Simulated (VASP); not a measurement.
# ZnS (F-43m) in VASP: notebook

Runs on ZnS. Level: LDA. Tasks: relaxation of cell and atoms.

Program: VASP 6.6.1. These are calculated values, not measurements. Logs are shortened: lines on timing, memory, paths and dates and some standing lists are left out, and cuts for length are marked.

## Step 1: The cell of the first run

Symmetry: F-43m, No. 216, cubic system. The conventional cell has a = 5.297 Å, b = 5.297 Å, c = 5.297 Å, α = 90.00°, β = 90.00°, γ = 90.00°. Zn (site symmetry -43m) has 4 S at 2.29 Å within 3.0 Å. Within 3.0 Å of S (site symmetry -43m) lie 4 Zn at 2.29 Å.

## Step 2: Relaxation of cell and atoms, LDA, target pressure 7 GPa, at which the enthalpy is minimised

The input, INCAR:

```
ALGO = Normal ; EDIFF = 1E-6
EDIFFG = -0.002 ; ENCUT = 600
IBRION = 2 ; ISIF = 3
ISMEAR = 0 ; LASPH = T
LCHARG = F ; LREAL = F
LWAVE = F ; NELM = 60
NSW = 100 ; PREC = Accurate
PSTRESS = 70.0 ; SIGMA = 0.01
```

The input, KPOINTS:

```
k-points
0
Gamma
  8 8 8
```

The input, POSCAR:

```
ZnS
1.0
    0.0000000000      2.6484702549      2.6484702549
    2.6484702549      0.0000000000      2.6484702549
    2.6484702549      2.6484702549      0.0000000000
Zn S
1 1
Direct
    0.7500000000      0.7500000000      0.7500000000
    0.0000000000      0.0000000000      0.0000000000
```

Potentials or basis: VASP PAW LDA potentials, release 64 (Zn, S).

Command:

```
$ cat potpaw_LDA.64/Zn/POTCAR potpaw_LDA.64/S/POTCAR > POTCAR
$ mpirun -np 1 vasp_std > vasp.out
```

OUTCAR:

```text
EDIFF = 1E-6
   EDIFFG = -0.002
   ENCUT = 600
   IBRION = 2
   ISIF = 3
   ISMEAR = 0
   LASPH = T
   LREAL = F
   NELM = 60
   NSW = 100
   PREC = Accurate
   PSTRESS = 70.0

 ion  position               nearest neighbor table
   1  0.750  0.750  0.750-   2 2.29   2 2.29   2 2.29   2 2.29
   2  0.000  0.000  0.000-   1 2.29   1 2.29   1 2.29   1 2.29

  LATTYP: Found a face centered cubic cell.
 ALAT       =     5.2969405098

  Lattice vectors:

 A1 = (   0.0000000000,   2.6484702549,   2.6484702549)
 A2 = (   2.6484702549,   0.0000000000,   2.6484702549)
 A3 = (   2.6484702549,   2.6484702549,   0.0000000000)

Analysis of symmetry for initial positions (statically):
=====================================================================
 Subroutine PRICEL returns:
 Original cell was already a primitive cell.

 Routine SETGRP: Setting up the symmetry group for a
 face centered cubic supercell.

 Subroutine GETGRP returns: Found 24 space group operations
 (whereof 24 operations were pure point group operations)
 out of a pool of 48 trial point group operations.

The static configuration has the point symmetry T_d .

Analysis of symmetry for dynamics (positions and initial velocities):
=====================================================================
 Subroutine PRICEL returns:
 Original cell was already a primitive cell.

 Routine SETGRP: Setting up the symmetry group for a
 face centered cubic supercell.

 Subroutine GETGRP returns: Found 24 space group operations
 (whereof 24 operations were pure point group operations)
 out of a pool of 48 trial point group operations.

The dynamic configuration has the point symmetry T_d .

 Subroutine INISYM returns: Found 24 space group operations
 (whereof 24 operations are pure point group operations),
 and found     1 'primitive' translations

----------------------------------------------------------------------------------------

                                     Primitive cell

  volume of cell :      37.1548

  direct lattice vectors                    reciprocal lattice vectors
     0.000000000  2.648470255  2.648470255    -0.188788226  0.188788226  0.188788226
     2.648470255  0.000000000  2.648470255     0.188788226 -0.188788226  0.188788226
     2.648470255  2.648470255  0.000000000     0.188788226  0.188788226 -0.188788226

  length of vectors
     3.745502554  3.745502554  3.745502554     0.326990799  0.326990799  0.326990799

  position of ions in fractional coordinates (direct lattice)
[... 100 lines left out ...]
  volume/ion in A,a.u.               =      18.58       125.37
  Fermi-wavevector in a.u.,A,eV,Ry     =   1.285762  2.429738 22.492931  1.653184
  Thomas-Fermi vector in A             =   2.417877
   LORBIT       =      0    0 simple, 1 ext, 2 COOP (PROOUT), +10 PAW based schemes
   GGA     = CA    functional components
   LHFCALC =     F    Hartree Fock is set to
   AEXX    =    0.0000 exact exchange contribution
   IVDW    =     0    specifies the selected vdW correction
   LEPSILON=     F    determine dielectric tensor
   LRPA    =     F    only Hartree local field effects (RPA)
 conjugate gradient relaxation of ions
 non-spin polarized calculation
 Gauss-broadening in eV      SIGMA  =   0.01
  energy-cutoff  :      600.00
  volume of cell :       37.15
 maximum number of plane-waves:      1254
 NGX is ok and might be reduce to    30
   NGX = 15   NGY = 15   NGZ = 15

--------------------------------------- Ionic step        1  -------------------------------------------

 number of electron      17.9999987 magnetization

 Free energy of the ion-electron system (eV)
  ---------------------------------------------------
  ext. energy  EPLUGINS =         0.00000000
  ---------------------------------------------------
  free energy    TOTEN  =        -8.20770397 eV

  energy without entropy =       -8.20770397  energy(sigma->0) =       -8.20770397

------------------------ aborting loop because EDIFF is reached ----------------------------------------

  FORCE on cell =-STRESS in cart. coord.  units (eV):
  Direction    XX          YY          ZZ          XY          YZ          ZX
  --------------------------------------------------------------------------------------
  -------------------------------------------------------------------------------------
  Total        0.0596656      0.0596656      0.0596656     -0.0000000      0.0000000      0.0000000
  in kB        2.5728770      2.5728770      2.5728770     -0.0000000      0.0000000      0.0000000
  external PRESSURE =     -67.4271230 kB  Pullay stress =      70.0000000 kB
[... 139 lines left out ...]
--------------------------------------- Ionic step        5  -------------------------------------------

 number of electron      18.0000009 magnetization

 Free energy of the ion-electron system (eV)
  ---------------------------------------------------
  ext. energy  EPLUGINS =         0.00000000
  ---------------------------------------------------
  free energy    TOTEN  =        -8.15708853 eV

  energy without entropy =       -8.15708853  energy(sigma->0) =       -8.15708853

 E-fermi :   3.3132     XC(G=0): -10.6286

 val. band max:        3.2121500857   @ k =   0.0000   0.0000   0.0000
 cond. band min:       5.6820091376   @ k =   0.0000   0.0000   0.0000
 fundamental gap:      2.4698590519
 Fermi energy:         3.3132373548

 k-point     1 :       0.0000    0.0000    0.0000
  band No.  band energies     occupation
      1     -10.8645      2.00000
      2      -3.8817      2.00000
      3      -3.8817      2.00000
      4      -3.8817      2.00000
      5      -3.2436      2.00000
      6      -3.2436      2.00000
      7       3.2121      2.00000
      8       3.2121      2.00000
      9       3.2122      2.00000
     10       5.6820      0.00000
     11       9.3505      0.00000
     12       9.3505      0.00000
     13       9.3505      0.00000
[... 354 lines left out ...]
  band No.  band energies     occupation
      1      -9.4594      2.00000
      2      -3.7424      2.00000
      3      -3.6565      2.00000
      4      -3.3517      2.00000
      5      -3.2300      2.00000
      6      -2.8980      2.00000
      7      -2.4988      2.00000
      8       0.3763      2.00000
      9       1.3886      2.00000
     10       8.2800      0.00000
     11       8.8497      0.00000
     12      11.1853      0.00000
     13      12.4045      0.00000

 [... further k-points ...]

------------------------ aborting loop because EDIFF is reached ----------------------------------------

  FORCE on cell =-STRESS in cart. coord.  units (eV):
  Direction    XX          YY          ZZ          XY          YZ          ZX
  --------------------------------------------------------------------------------------
  -------------------------------------------------------------------------------------
  Total        1.5154000      1.5154000      1.5154000      0.0000000      0.0000000      0.0000000
  in kB       69.8275789     69.8275789     69.8275789      0.0000000      0.0000000      0.0000000
  external PRESSURE =      -0.1724211 kB  Pullay stress =      70.0000000 kB
[... 21 lines left out ...]
  energy  without entropy=       -8.1570885333  energy(sigma->0) =       -8.15708853

  enthalpy is  TOTEN    =        -6.6379466082 eV   P V=        1.5191419252

 reached required accuracy - stopping structural energy minimisation
```

CONTCAR:

```text
ZnS
   1.00000000000000
     0.0000000000000000    2.5905598606621019    2.5905598606621023
     2.5905598606621019    0.0000000000000000    2.5905598606621023
     2.5905598606621019    2.5905598606621019    0.0000000000000000
  Zn              S
     1     1
Direct
     0.7500000000000000    0.7500000000000000    0.7500000000000000
     1.0000000000000000    0.0000000000000000    0.0000000000000000

  0.00000000E+00  0.00000000E+00  0.00000000E+00
  0.00000000E+00  0.00000000E+00  0.00000000E+00
```

Run time: 2 min. Hardware: 1 thread of AMD EPYC 7R13, shared host; peak memory 0.13 GiB.

Results:

- Free energy: -8.1571 eV
- Relaxed volume: 17.39 Å³/atom
- Relaxed cell: a = 3.664 Å, b = 3.664 Å, c = 3.664 Å, α = 60.00°, β = 60.00°, γ = 60.00°
- Space group after relaxing (to 0.05 Å): F-43m (No. 216)
- Energy change on relaxing (the enthalpy is what falls): +25.3 meV/atom
- Ionic steps: 5
- Pressure after relaxing: 7.0 GPa
- Band gap on the k mesh: 2.47 eV, direct

The path:
```
step  energy change (eV)  largest force (eV/Å)  pressure (GPa)  volume (Å³)
   1              0.0000                0.0000            0.26        37.15
   2              0.1543                0.0000           13.29        33.11
   3              0.0507                0.0000            6.90        34.77
   4              0.0528                0.0000            7.10        34.72
   5              0.0506                0.0000            6.98        34.77
```

Final structure:
```cif
data_structure
_symmetry_space_group_name_H-M 'P 1'
_symmetry_Int_Tables_number 1
_cell_length_a 3.6636
_cell_length_b 3.6636
_cell_length_c 3.6636
_cell_angle_alpha 60.000
_cell_angle_beta 60.000
_cell_angle_gamma 60.000
_cell_volume 34.77
loop_
_atom_site_label
_atom_site_type_symbol
_atom_site_fract_x
_atom_site_fract_y
_atom_site_fract_z
_atom_site_occupancy
Zn1 Zn 0.75000 0.75000 0.75000 1
S1 S 0.00000 0.00000 0.00000 1
```

Levels at points of the mesh, in eV from the valence-band top:
```
           k point  band 5  band 6  band 7  band 8  band 9  band 10  band 11  band 12  band 13
(0.00, 0.00, 0.00)   -6.46   -6.46    0.00    0.00    0.00     2.47     6.14     6.14     6.14
(0.50, 0.00, 0.00)   -6.41   -6.34   -6.13   -1.08   -1.08     3.35     6.70     6.70     9.06
(0.50, 0.50, 0.00)   -6.35   -6.18   -5.19   -2.74   -2.74     2.89     3.83    11.70    12.66
```

Caveat: the cell is relaxed towards a set pressure, so the enthalpy falls and the energy may rise. Zero-point motion and thermal expansion aren't in these numbers.

## Step 3: Relaxation of cell and atoms, LDA, target pressure 10 GPa, at which the enthalpy is minimised

The input, INCAR:

```
PREC     = Accurate       # precision mode
ENCUT    = 600            # plane-wave cutoff, eV
EDIFF    = 1E-6           # SCF threshold, eV
ISMEAR   = 0              # smearing method
SIGMA    = 0.01           # smearing width, eV
LREAL    = F              # projectors in reciprocal space
LASPH    = T              # aspherical terms in the spheres
NELM     = 100            # most SCF steps
ALGO     = Normal         # electronic algorithm
ISIF     = 3              # what is computed and relaxed
LWAVE    = F              # write WAVECAR
LCHARG   = F              # write CHGCAR
GGA      = CA             # functional
IBRION   = 2              # ionic algorithm
NSW      = 100            # ionic steps
EDIFFG   = -0.002         # ionic threshold
PSTRESS  = 100.0
```

The input, KPOINTS:

```
regular mesh
0
Gamma
  8 8 8
```

POSCAR is that of step 2.

Potentials or basis: VASP PAW LDA potentials, release 64 (Zn, S).

Command:

```
$ cat potpaw_LDA.64/Zn/POTCAR potpaw_LDA.64/S/POTCAR > POTCAR
$ mpirun -np 1 vasp_std > vasp.out
```

OUTCAR:

```text
PREC = Accurate
   ENCUT = 600
   EDIFF = 1E-6
   ISMEAR = 0
   LREAL = F
   LASPH = T
   NELM = 100
   ISIF = 3
   GGA = CA
   IBRION = 2
   NSW = 100
   EDIFFG = -0.002
   PSTRESS = 100.0

 ion  position               nearest neighbor table
   1  0.750  0.750  0.750-   2 2.29   2 2.29   2 2.29   2 2.29
   2  0.000  0.000  0.000-   1 2.29   1 2.29   1 2.29   1 2.29

  LATTYP: Found a face centered cubic cell.
 ALAT       =     5.2969405098

  Lattice vectors:

 A1 = (   0.0000000000,   2.6484702549,   2.6484702549)
 A2 = (   2.6484702549,   0.0000000000,   2.6484702549)
 A3 = (   2.6484702549,   2.6484702549,   0.0000000000)

Analysis of symmetry for initial positions (statically):
=====================================================================
 Subroutine PRICEL returns:
 Original cell was already a primitive cell.

 Routine SETGRP: Setting up the symmetry group for a
 face centered cubic supercell.

 Subroutine GETGRP returns: Found 24 space group operations
 (whereof 24 operations were pure point group operations)
 out of a pool of 48 trial point group operations.

The static configuration has the point symmetry T_d .

Analysis of symmetry for dynamics (positions and initial velocities):
=====================================================================
 Subroutine PRICEL returns:
 Original cell was already a primitive cell.
[... 166 lines left out ...]
  Total        0.0596656      0.0596656      0.0596656     -0.0000000      0.0000000      0.0000000
  in kB        2.5728770      2.5728770      2.5728770     -0.0000000      0.0000000      0.0000000
  external PRESSURE =     -97.4271230 kB  Pullay stress =     100.0000000 kB
[... 25 lines left out ...]
--------------------------------------- Ionic step        2  -------------------------------------------

 number of electron      17.9999988 magnetization

 E-fermi :   4.4446     XC(G=0): -11.1223

 val. band max:        4.3971512197   @ k =   0.0000   0.0000   0.0000
 cond. band min:       7.0119236207   @ k =   0.5000   0.5000   0.0000
 fundamental gap:      2.6147724010
 Fermi energy:         4.4445685843

 k-point     1 :       0.0000    0.0000    0.0000
  band No.  band energies     occupation
      1     -10.5909      2.00000
      2      -3.3198      2.00000
      3      -3.3198      2.00000
      4      -3.3198      2.00000
      5      -2.5403      2.00000
      6      -2.5403      2.00000
      7       4.3972      2.00000
      8       4.3972      2.00000
      9       4.3972      2.00000
     10       7.3601      0.00000
     11      10.3820      0.00000
     12      10.3820      0.00000
     13      10.3820      0.00000
[... 557 lines left out ...]
--------------------------------------- Ionic step        7  -------------------------------------------

 number of electron      18.0000014 magnetization

 Free energy of the ion-electron system (eV)
  ---------------------------------------------------
  ext. energy  EPLUGINS =         0.00000000
  ---------------------------------------------------
  free energy    TOTEN  =        -8.11234577 eV

  energy without entropy =       -8.11234577  energy(sigma->0) =       -8.11234577

 E-fermi :   3.5816     XC(G=0): -10.7470

 val. band max:        3.4875296003   @ k =   0.0000   0.0000   0.0000
 cond. band min:       6.0753141371   @ k =   0.0000   0.0000   0.0000
 fundamental gap:      2.5877845367
 Fermi energy:         3.5815551504

 k-point     1 :       0.0000    0.0000    0.0000
  band No.  band energies     occupation
      1     -10.7994      2.00000
      2      -3.7461      2.00000
      3      -3.7461      2.00000
      4      -3.7461      2.00000
      5      -3.0748      2.00000
      6      -3.0748      2.00000
      7       3.4875      2.00000
      8       3.4875      2.00000
      9       3.4875      2.00000
     10       6.0753      0.00000
     11       9.5936      0.00000
     12       9.5936      0.00000
     13       9.5936      0.00000
[... 401 lines left out ...]
  energy  without entropy=       -8.1123457678  energy(sigma->0) =       -8.11234577

  enthalpy is  TOTEN    =        -5.9951478960 eV   P V=        2.1171978718

 reached required accuracy - stopping structural energy minimisation
```

OSZICAR:

```text
N       E                     dE             d eps       ncg     rms          rms(c)
DAV:   1     0.868725092986E+02    0.86873E+02   -0.96373E+03   754   0.184E+03
DAV:   2    -0.236519282935E+01   -0.89238E+02   -0.84709E+02   804   0.307E+02
DAV:   3    -0.856239954513E+01   -0.61972E+01   -0.61607E+01   914   0.764E+01
DAV:   4    -0.864517855073E+01   -0.82779E-01   -0.82709E-01   854   0.934E+00
[... 52 lines left out ...]
   6 F= -.59951480E+01 E0= -.59951480E+01  d E =-.892414E-05
       N       E                     dE             d eps       ncg     rms          rms(c)
DAV:   1    -0.811234740730E+01   -0.20560E-03   -0.20190E-05   904   0.119E-01    0.968E-03
DAV:   2    -0.811234592461E+01    0.14827E-05   -0.54212E-06   624   0.815E-02    0.377E-03
DAV:   3    -0.811234576777E+01    0.15684E-06   -0.24337E-07   377   0.772E-03
   7 F= -.59951479E+01 E0= -.59951479E+01  d E =-.880135E-05
```

CONTCAR:

```text
ZnS
   1.00000000000000
     0.0000000000000000    2.5692952372342188    2.5692952372342188
     2.5692952372342188   -0.0000000000000000    2.5692952372342188
     2.5692952372342188    2.5692952372342188   -0.0000000000000000
  Zn              S
     1     1
Direct
     0.7500000000000000    0.7500000000000000    0.7500000000000000
     0.0000000000000000    0.0000000000000000    0.0000000000000000

  0.00000000E+00  0.00000000E+00  0.00000000E+00
  0.00000000E+00  0.00000000E+00  0.00000000E+00
```

It took 2.2 min on 1 thread of AMD EPYC 7R13, shared host; peak memory 0.13 GiB.

Results:

```yaml
Free_energy: -8.1123 eV
Relaxed_volume: 16.96 Å³/atom
Relaxed_cell: a = 3.634 Å, b = 3.634 Å, c = 3.634 Å, α = 60.00°, β = 60.00°, γ = 60.00°
Space_group_after_relaxing_to_0.05_Å: F-43m (No. 216)
Energy_change_on_relaxing_the_enthalpy_is_what_falls: +47.7 meV/atom
Ionic_steps: 7
Pressure_after_relaxing: 10.0 GPa
Band_gap_on_the_k_mesh: 2.59 eV, direct
```

The path:
```csv
step,energy change (eV),largest force (eV/Å),pressure (GPa),volume (Å³)
1,0.0000,0.0000,0.26,37.15
2,0.3376,0.0000,21.55,31.41
3,0.0934,0.0000,9.81,33.95
4,0.0973,0.0000,10.08,33.89
5,0.0950,0.0000,9.91,33.93
6,0.0956,0.0000,10.05,33.92
7,0.0954,0.0000,9.99,33.92
```

Final structure:
```xyz
2
Lattice="0.0000 2.5693 2.5693 2.5693 0.0000 2.5693 2.5693 2.5693 0.0000" Properties=species:S:1:pos:R:3 pbc="T T T"
Zn    3.8539    3.8539    3.8539
S     0.0000    0.0000    0.0000
```

Caveat: the cell is relaxed towards a set pressure, so the enthalpy falls and the energy may rise. Zero-point motion and thermal expansion aren't in these numbers.
